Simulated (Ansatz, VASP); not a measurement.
Two plane-wave programs on KF

INCAR

```
SYSTEM = KF
PREC = Accurate
ENCUT = 520
EDIFF = 1E-7
ISMEAR = 0
SIGMA = 0.05
LREAL = .False.
LASPH = .True.
NELM = 100
ALGO = Normal
ISIF = 2
LWAVE = .False.
LCHARG = .False.
NBANDS = 15
```

File KPOINTS:

```
regular mesh
0
Gamma
  8 8 8
  0 0 0
```

The input POSCAR:

```
KF
1.0
    3.5403551428      0.0000000000      0.0000000000
    0.0000000000      3.5403551428      0.0000000000
    0.0000000000      0.0000000000      2.7614770114
K F
1 1
Direct
    0.0000000000      0.0000000000      0.0000000000
    0.5000000000      0.5000000000      0.5000000000
```

Input for Ansatz:

```yaml
crystal:
  lattice:
    - [3.5403551428, 0.0, 0.0]
    - [0.0, 3.5403551428, 0.0]
    - [0.0, 0.0, 2.7614770114]
  atoms:
    - { symbol: K, position: [0.0, 0.0, 0.0] }
    - { symbol: F, position: [0.5, 0.5, 0.5] }
basis:
  ecutwfc: 420
kpoints:
  mp_grid: { grid: [8, 8, 8] }
hamiltonian:
  xc: lda
scf:
  occupations: { method: gaussian, width: 0.05 }
output:
  forces: true
  stress: true
  eigenvalues: true
```

Alike in both runs: task single point; functional LDA; k mesh 8 × 8 × 8; occupations gaussian, width 0.05 eV; no spin polarisation.

|  | VASP | Ansatz |
| --- | --- | --- |
| version | VASP 6.6.1 | Ansatz 0.2.0 |
| potentials or method | VASP PAW LDA potentials, release 64 (K_sv, F), cutoff 520 eV | scalar-relativistic, plane waves, PAW |
| valence electrons in the cell | 16 | 16 |

Ansatz gave:

```
gap on the k mesh at the Fermi level (eV)                     : 4.87
least direct gap on the mesh (eV)                             : 4.89
pressure (GPa)                                                : -4.8
traceless stress, the component that is largest in VASP (GPa) : 15.28
```

Task: Estimate VASP's values.

Result: gap on the k mesh at the Fermi level (eV): 4.85; least direct gap on the mesh (eV): 4.87; pressure (GPa): -4.7; traceless stress, the component that is largest in VASP (GPa): 15.43.

LDA's correlation is that of Perdew and Zunger in VASP and of Perdew and Wang (1992) in Ansatz.
